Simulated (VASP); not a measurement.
# Ge (Cmcm) in VASP: single point with PBEsol

Aim: the single point of Ge with PBEsol.

Everything below comes from runs of VASP 6.6.1. Logs are shortened: lines on timing, memory, paths and dates and some standing lists are left out, and cuts for length are marked.

## (1) The cell of the first run

It takes space group Cmcm (No. 63, orthorhombic). The conventional cell has a = 3.817 Å, b = 6.923 Å, c = 6.596 Å, α = 90.00°, β = 90.00°, γ = 90.00°. Ge (site symmetry m) has 4 Ge at 2.38 to 2.47 Å within 3.1 Å.

## (2) Single point, PBEsol (strain -0.0450 x Voigt [1, 0, 0, 0, 0, 0])

Contents of INCAR:

```
SYSTEM = Ge
PREC = Accurate
ENCUT = 520
EDIFF = 1E-6
ISMEAR = 0
SIGMA = 0.15
LREAL = .False.
LASPH = .True.
NELM = 80
ALGO = Normal
ISIF = 2
LWAVE = .False.
LCHARG = .False.
GGA = PS
NBANDS = 36
```

Contents of KPOINTS:

```
Automatic mesh
0
Gamma
  12 12 8
  0 0 0
```

Contents of POSCAR:

```
Ge
1.0
    3.8171043080      0.0000000000      0.0000000000
   -1.9085521540      3.4614757064      0.0000000000
    0.0000000000      0.0000000000      6.5963651449
Ge
4
Direct
    0.6666666667      0.3333333333      0.0629118567
    0.3333333333      0.6666666667      0.5629118567
    0.6666666667      0.3333333333      0.4370881433
    0.3333333333      0.6666666667      0.9370881433
```

Potentials or basis: VASP PAW PBE potentials, release 64 (Ge_d).

Launch:

```console
cat potpaw_PBE.64/Ge_d/POTCAR > POTCAR
mpirun -np 1 vasp_std > vasp.out
```

OUTCAR:

```text
SYSTEM = Ge
   PREC = Accurate
   ENCUT = 520
   EDIFF = 1E-6
   ISMEAR = 0
   LREAL = .False.
   LASPH = .True.
   NELM = 80
   ISIF = 2
   GGA = PS

 ion  position               nearest neighbor table
   1  0.667  0.333  0.063-   4 2.38   4 2.38   4 2.45   3 2.47
   2  0.333  0.667  0.563-   3 2.38   3 2.38   3 2.45   4 2.47
   3  0.667  0.333  0.437-   2 2.38   2 2.38   2 2.45   1 2.47
   4  0.333  0.667  0.937-   1 2.38   1 2.38   1 2.45   2 2.47

  LATTYP: Found a base centered orthorhombic cell.
 ALAT       =     3.8171043080
 B/A-ratio  =     1.8136657671
 C/A-ratio  =     1.7281071233

  Lattice vectors:

 A1 = (   1.9085521540,  -3.4614757064,   0.0000000000)
 A2 = (   1.9085521540,   3.4614757064,   0.0000000000)
 A3 = (   0.0000000000,   0.0000000000,   6.5963651449)

Analysis of symmetry for initial positions (statically):
=====================================================================
 Subroutine PRICEL returns:
 Original cell was already a primitive cell.

 Routine SETGRP: Setting up the symmetry group for a
 base centered orthorhombic supercell.

 Subroutine GETGRP returns: Found  8 space group operations
 (whereof  4 operations were pure point group operations)
 out of a pool of  8 trial point group operations.

The static configuration has the point symmetry C_2h.
 The point group associated with its full space group is D_2h.

Analysis of symmetry for dynamics (positions and initial velocities):
=====================================================================
 Subroutine PRICEL returns:
 Original cell was already a primitive cell.

 Routine SETGRP: Setting up the symmetry group for a
 base centered orthorhombic supercell.

 Subroutine GETGRP returns: Found  8 space group operations
 (whereof  4 operations were pure point group operations)
 out of a pool of  8 trial point group operations.

The dynamic configuration has the point symmetry C_2h.
 The point group associated with its full space group is D_2h.

 Subroutine INISYM returns: Found  8 space group operations
 (whereof  4 operations are pure point group operations),
 and found     1 'primitive' translations

----------------------------------------------------------------------------------------

                                     Primitive cell

  volume of cell :      87.1565

  direct lattice vectors                    reciprocal lattice vectors
     3.817104308  0.000000000  0.000000000     0.261978694  0.144447063  0.000000000
    -1.908552154  3.461475706  0.000000000     0.000000000  0.288894126  0.000000000
     0.000000000  0.000000000  6.596365145     0.000000000  0.000000000  0.151598642

  length of vectors
     3.817104308  3.952769332  6.596365145     0.299161812  0.288894126  0.151598642

  position of ions in fractional coordinates (direct lattice)
     0.666666667  0.333333333  0.062911857
     0.333333333  0.666666667  0.562911857
     0.666666667  0.333333333  0.437088143
     0.333333333  0.666666667  0.937088143

  ion indices of the primitive-cell ions
   primitive index   ion index
                 1           1
                 2           2
                 3           3
                 4           4

----------------------------------------------------------------------------------------

 KPOINTS: Automatic mesh

Automatic generation of k-mesh.
 Grid dimensions read from file:
 generate k-points for:   12   12    8

 Generating k-lattice:

  Cartesian coordinates                     Fractional coordinates (reciprocal lattice)
     0.021831558  0.012037255  0.000000000     0.083333333  0.000000000  0.000000000
     0.000000000  0.024074511  0.000000000     0.000000000  0.083333333  0.000000000
     0.000000000  0.000000000  0.018949830     0.000000000  0.000000000  0.125000000

  Length of vectors
     0.024930151  0.024074511  0.018949830

  Shift w.r.t. Gamma in fractional coordinates (k-lattice)
     0.000000000  0.000000000  0.000000000

 Subroutine IBZKPT returns following result:
 ===========================================

 Found    215 irreducible k-points:

 Following reciprocal coordinates:
            Coordinates               Weight
  0.000000  0.000000  0.000000      1.000000
  0.083333  0.000000  0.000000      4.000000
  0.166667  0.000000  0.000000      4.000000
  0.250000  0.000000  0.000000      4.000000
  0.333333  0.000000  0.000000      4.000000
  0.416667  0.000000  0.000000      4.000000
[... 16 lines left out ...]
  0.333333  0.166667  0.000000      4.000000
  0.416667  0.166667  0.000000      4.000000
 [... further k-points ...]
   k-points           NKPTS =    215   k-points in BZ     NKDIM =    215   number of bands    NBANDS=     36
   number of dos      NEDOS =    301   number of ions     NIONS =      4
   total plane-waves  NPLWV =  42000
   dimension x,y,z NGX =    28 NGY =   30 NGZ =   50
   dimension x,y,z NGXF=    56 NGYF=   60 NGZF=  100
   ions per type =               4
   NGX,Y,Z   is equivalent  to a cutoff of  12.19, 12.62, 12.60 a.u.
   NGXF,Y,Z  is equivalent  to a cutoff of  24.39, 25.23, 25.20 a.u.
 SYSTEM =  Ge
   PREC   = accura    normal or accurate (medium, high low for compatibility)
   ISTART =      0    job   : 0-new  1-cont  2-samecut
   ICHARG =      2    charge: 1-file 2-atom 10-const
   ISPIN  =      1    spin polarized calculation?
   LNONCOLLINEAR =      F non collinear calculations
   LSORBIT =      F    spin-orbit coupling
   LASPH  =      T    aspherical Exc in radial PAW
   ENCUT  =  520.0 eV  38.22 Ry    6.18 a.u.   7.10  7.35 12.26*2*pi/ulx,y,z
   NELM   =     80;   NELMIN=  2; NELMDL= -5     # of ELM steps
   EDIFF  = 0.1E-05   stopping-criterion for ELM
   LREAL  =      F    real-space projection
   EDIFFG = 0.1E-04   stopping-criterion for IOM
   NSW    =      0    number of steps for IOM
   IBRION =     -1    ionic relax: 0-MD 1-quasi-New 2-CG
   NFREE  =      0    steps in history (QN), initial steepest desc. (CG)
   ISIF   =      2    stress and relaxation
   ISYM   =      2    0-nonsym 1-usesym 2-fastsym
   POTIM  = 0.5000    time-step for ionic-motion
   TEBEG  =    0.0;   TEEND  =   0.0 temperature during run
   PSTRESS=    0.0 pullay stress
   NELECT =      56.0000    total number of electrons
   NUPDOWN=      -1.0000    fix difference up-down
   EMIN   =  10.00;   EMAX   =-10.00  energy-range for DOS
   EFERMI =   0.00;   METHOD = LEGACY
   ISMEAR =     0;   SIGMA  =   0.15  broadening in eV -4-tet -1-fermi 0-gaus
   EFERMI_NEDOS =   21; number of points for ismear=-14 and -15
   IALGO  =     38    algorithm
   IMIX   =      4    mixing-type and parameters
     AMIX     =   0.40;   BMIX     =  1.00
     AMIX_MAG =   1.60;   BMIX_MAG =  1.00
  volume/ion in A,a.u.               =      21.79       147.04
  Fermi-wavevector in a.u.,A,eV,Ry     =   1.412660  2.669539 27.151881  1.995607
  Thomas-Fermi vector in A             =   2.534385
   LORBIT       =      0    0 simple, 1 ext, 2 COOP (PROOUT), +10 PAW based schemes
   GGA     = PS    functional components
   LHFCALC =     F    Hartree Fock is set to
   AEXX    =    0.0000 exact exchange contribution
   IVDW    =     0    specifies the selected vdW correction
   LEPSILON=     F    determine dielectric tensor
   LRPA    =     F    only Hartree local field effects (RPA)
 non-spin polarized calculation
 Gauss-broadening in eV      SIGMA  =   0.15
  energy-cutoff  :      520.00
  volume of cell :       87.16
 maximum number of plane-waves:      2367
   NGX = 15   NGY = 15   NGZ = 25

 number of electron      56.0000015 magnetization

 Free energy of the ion-electron system (eV)
  ---------------------------------------------------
  ext. energy  EPLUGINS =         0.00000000
  ---------------------------------------------------
  free energy    TOTEN  =       -19.57967296 eV

  energy without entropy =      -19.57769183  energy(sigma->0) =      -19.57868240

 E-fermi :   5.3729     XC(G=0): -10.3094

 val. band max:        5.3256348047   @ k =   0.0000   0.0000   0.0000
 cond. band min:       5.3827995135   @ k =   0.0000   0.0833   0.0000
 fundamental gap:      0.0571647088
 Fermi energy:         5.3729103049

 k-point     1 :       0.0000    0.0000    0.0000
  band No.  band energies     occupation
      1     -19.6550      2.00000
      2     -19.6211      2.00000
      3     -19.6184      2.00000
      4     -19.5775      2.00000
      5     -19.5698      2.00000
      6     -19.5666      2.00000
[... 28 lines left out ...]
     35      10.1963      0.00000
     36      11.4056      0.00000

 k-point     2 :       0.0833    0.0000    0.0000
  band No.  band energies     occupation
      1     -19.6571      2.00000
      2     -19.6235      2.00000
      3     -19.6181      2.00000
      4     -19.5802      2.00000
      5     -19.5774      2.00000
      6     -19.5629      2.00000
[... 28 lines left out ...]
     35      10.2471      0.00000
     36      11.9314      0.00000

 k-point     3 :       0.1667    0.0000    0.0000
  band No.  band energies     occupation
      1     -19.6606      2.00000
      2     -19.6282      2.00000
      3     -19.6167      2.00000
      4     -19.5896      2.00000
      5     -19.5851      2.00000
      6     -19.5506      2.00000
[... 28 lines left out ...]
     35      11.1013      0.00000
     36      11.2396      0.00000

 k-point     4 :       0.2500    0.0000    0.0000
  band No.  band energies     occupation
      1     -19.6615      2.00000
      2     -19.6321      2.00000
      3     -19.6138      2.00000
      4     -19.6009      2.00000
      5     -19.5874      2.00000
      6     -19.5423      2.00000
[... 28 lines left out ...]
     35      11.8023      0.00000
     36      12.1232      0.00000

 k-point     5 :       0.3333    0.0000    0.0000
  band No.  band energies     occupation
      1     -19.6583      2.00000
      2     -19.6347      2.00000
      3     -19.6112      2.00000
      4     -19.6110      2.00000
      5     -19.5836      2.00000
      6     -19.5391      2.00000
[... 655 lines left out ...]
 k-point    22 :       0.2500    0.1667    0.0000
  band No.  band energies     occupation
      1     -19.6658      2.00000
      2     -19.6400      2.00000
      3     -19.6337      2.00000
      4     -19.6115      2.00000
      5     -19.5584      2.00000
      6     -19.5331      2.00000
[... 28 lines left out ...]
     35      11.7026      0.00000
     36      12.6693      0.00000

 k-point    23 :       0.3333    0.1667    0.0000
  band No.  band energies     occupation
      1     -19.6622      2.00000
      2     -19.6397      2.00000
      3     -19.6332      2.00000
      4     -19.6210      2.00000
      5     -19.5456      2.00000
      6     -19.5198      2.00000
[... 28 lines left out ...]
     35      12.4267      0.00000
     36      12.8574      0.00000

 k-point    24 :       0.4167    0.1667    0.0000
  band No.  band energies     occupation
      1     -19.6558      2.00000
      2     -19.6416      2.00000
      3     -19.6299      2.00000
      4     -19.6263      2.00000
      5     -19.5418      2.00000
      6     -19.5085      2.00000
[... 28 lines left out ...]
     35      12.5084      0.00000
     36      13.1903      0.00000

 [... further k-points ...]

------------------------ aborting loop because EDIFF is reached ----------------------------------------

  FORCE on cell =-STRESS in cart. coord.  units (eV):
  Direction    XX          YY          ZZ          XY          YZ          ZX
  --------------------------------------------------------------------------------------
  -------------------------------------------------------------------------------------
  Total        4.7585721      0.8126042      0.2814384      0.0000000     -0.0000000      0.0000000
  in kB       87.4756604     14.9379032      5.1736136      0.0000000     -0.0000000      0.0000000
  external PRESSURE =      35.8623924 kB  Pullay stress =       0.0000000 kB

 VOLUME and BASIS-vectors are now :
 -----------------------------------------------------------------------------
  energy-cutoff  :      520.00
  volume of cell :       87.16
      direct lattice vectors                 reciprocal lattice vectors
     3.817104308  0.000000000  0.000000000     0.261978694  0.144447063  0.000000000
    -1.908552154  3.461475706  0.000000000     0.000000000  0.288894126  0.000000000
     0.000000000  0.000000000  6.596365145     0.000000000  0.000000000  0.151598642

 POSITION                                       TOTAL-FORCE (eV/Angst)
 -----------------------------------------------------------------------------------
      1.90855      1.15383      0.41499         0.000000     -0.396672      0.274766
     -0.00000      2.30765      3.71317        -0.000000      0.396672      0.274766
      1.90855      1.15383      2.88319         0.000000     -0.396672     -0.274766
     -0.00000      2.30765      6.18138        -0.000000      0.396672     -0.274766
 -----------------------------------------------------------------------------------
    total drift:                               -0.000000      0.000000     -0.000000

  FREE ENERGIE OF THE ION-ELECTRON SYSTEM (eV)
  ---------------------------------------------------
  free  energy   TOTEN  =       -19.5796729615 eV

  energy  without entropy=      -19.5776918291  energy(sigma->0) =      -19.57868240
```

It took 5.2 min on 1 thread of Intel Xeon 6975P-C (Granite Rapids), shared host; peak memory 0.53 GiB.

Results:

```
Free energy            : -19.5797 eV
Pressure               : 3.6 GPa
Largest force          : 0.483 eV/Å
Band gap on the k mesh : zero (bands 28 and 29 overlap by 0.03 eV)
```

Forces on the atoms (eV/Å):
```
Ge   0.000 -0.397  0.275
Ge   0.000  0.397  0.275
Ge   0.000 -0.397 -0.275
Ge   0.000  0.397 -0.275
```

Stress tensor (GPa, compression positive):
```
8.75 0.00 0.00
0.00 1.49 0.00
0.00 0.00 0.52
```

Levels at points of the mesh, in eV from the Fermi level:
```csv
k point,band 26,band 27,band 28,band 29,band 30,band 31
"(0.00, 0.00, 0.00)",-0.28,-0.05,0.06,0.16,0.17,2.16
"(0.50, 0.00, 0.00)",-3.40,-3.03,-1.77,0.28,1.43,3.33
"(0.00, 0.50, 0.00)",-3.05,-2.95,-1.36,0.78,1.94,3.41
"(0.00, 0.00, 0.50)",-1.01,-0.78,-0.78,0.82,0.82,3.22
"(0.50, 0.00, 0.50)",-2.83,-2.69,-2.69,0.29,0.29,1.85
"(0.00, 0.50, 0.50)",-2.88,-2.30,-2.30,0.57,0.57,2.01
```

Caveat: the cell differs from its parent crystal (strain -0.0450 x Voigt [1, 0, 0, 0, 0, 0]); the cell stands under pressure; semilocal functionals underestimate gaps, so a narrow gap can read as zero; the PAW data sets were made with another functional, which shifts forces and pressure a little.
